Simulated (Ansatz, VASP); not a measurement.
Two plane-wave programs on Si3Ge

```
Si Ge
1.0
     2.82773    0.00000    0.00000
    -1.41386    2.44889    0.00000
     0.00000    0.00000    9.17358
Si Ge
3 1
Direct
  0.66667 0.33333 0.26987
  0.66667 0.33333 0.73013
  0.33333 0.66667 0.50000
  0.33333 0.66667 0.00000
```

Alike in both runs: functional PBE; k mesh 6 × 6 × 2; occupations gaussian, width 0.1 eV; no spin polarisation.

Ansatz relaxed the structure, and its values are those at the end. VASP's run is a single point on that final structure, the one shown.

```csv
,VASP,Ansatz
version,VASP 6.6.1,Ansatz 0.2.0
potentials or method,"VASP PAW PBE potentials, release 64 (Si, Ge_d), cutoff 500 eV","scalar-relativistic, plane waves, PAW"
valence electrons in the cell,26,26
```

VASP gave:

| Property | Result |
| --- | --- |
| gap on the k mesh at the Fermi level (eV) | none |
| pressure (GPa) | 0.1 |
| rms of the force components (eV/Å) | 0.012 |

Estimate Ansatz's values.

gap on the k mesh at the Fermi level (eV): none; pressure (GPa): -0.1; rms of the force components (eV/Å): 0.010.

A gap of «none» marks a metal or a gap that the smearing closes.

The k mesh is coarse, so the values compare programs but aren't converged.
